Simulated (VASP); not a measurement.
A run of VASP 6.6.1 is set up as follows.

The input INCAR:

```
SYSTEM = BAs
PREC     = Accurate       ! precision mode
ENCUT    = 520            ! plane-wave cutoff, eV
EDIFF    = 1E-6           ! SCF threshold, eV
ISMEAR   = -1             ! smearing method
SIGMA    = 0.2            ! smearing width, eV
LREAL    = .FALSE.        ! projectors in reciprocal space
LASPH    = .TRUE.         ! aspherical terms in the spheres
NELM     = 80             ! most SCF steps
ALGO     = Normal         ! electronic algorithm
ISIF     = 2              ! what is computed and relaxed
LWAVE    = .FALSE.        ! write WAVECAR
LCHARG   = .FALSE.        ! write CHGCAR
GGA      = CA             ! functional
NBANDS   = 11             ! bands
```

The input KPOINTS:

```
regular mesh
0
G
  12 12 12
  0 0 0
```

Contents of POSCAR:

```
BAs
1.0
    0.0000000000      2.3499690686      2.4674675221
    2.3499690686      0.0000000000      2.4674675221
    2.3499690686      2.3499690686      0.0000000000
B As
1 1
Direct
    0.0000000000      0.0000000000      0.0000000000
    0.7500000000      0.7500000000      0.7500000000
```

Potentials or basis: VASP PAW LDA potentials, release 64 (B, As).

Command:

```sh
$ cat potpaw_LDA.64/B/POTCAR potpaw_LDA.64/As/POTCAR > POTCAR
$ mpirun -np 1 vasp_std > vasp.out
```

(1) What does it give for the pressure?

(2) Estimate the band gap on the k mesh.

## Answers

(1) -3.1 GPa.

(2) 0.76 eV, indirect (least direct gap 3.00 eV).
